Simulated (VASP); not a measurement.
A run of VASP 6.6.1 is set up as follows.

INCAR

```
SYSTEM = Sb
AGGAC    = 1.0          
AGGAX    = 1.0          
ALDAC    = 0.0          
ALDAX    = 1.0          
ALGO     = Normal         ! electronic algorithm
EDIFF    = 1E-6           ! SCF threshold, eV
ENCUT    = 520            ! plane-wave cutoff, eV
GGA      = B5             ! functional
ISIF     = 2              ! what is computed and relaxed
ISMEAR   = -1             ! smearing method
LASPH    = .TRUE.         ! aspherical terms in the spheres
LCHARG   = .FALSE.        ! write CHGCAR
LREAL    = .FALSE.        ! projectors in reciprocal space
LWAVE    = .FALSE.        ! write WAVECAR
NBANDS   = 8              ! bands
NELM     = 60             ! most SCF steps
PREC     = Accurate       ! precision mode
SIGMA    = 0.1            ! smearing width, eV
```

Contents of KPOINTS:

```
k-points
0
G
  13 13 13
  0 0 0
```

Contents of POSCAR:

```
Sb
1.0
   -1.9562262643      1.9562262643      1.9562262643
    1.9562262643     -1.9562262643      1.9562262643
    1.9562262643      1.9562262643     -1.9562262643
Sb
1
Direct
    0.0000000000      0.0000000000      0.0000000000
```

Potentials or basis: VASP PAW PBE potentials, release 64 (Sb).

Launch:

```console
$ cat potpaw_PBE.64/Sb/POTCAR > POTCAR
$ mpirun -np 1 vasp_std > vasp.out
```

(1) Predict the pressure.

## Answers

(1) 0.3 GPa.

Caveat: the PAW data sets were made with another functional, which shifts forces and pressure a little.
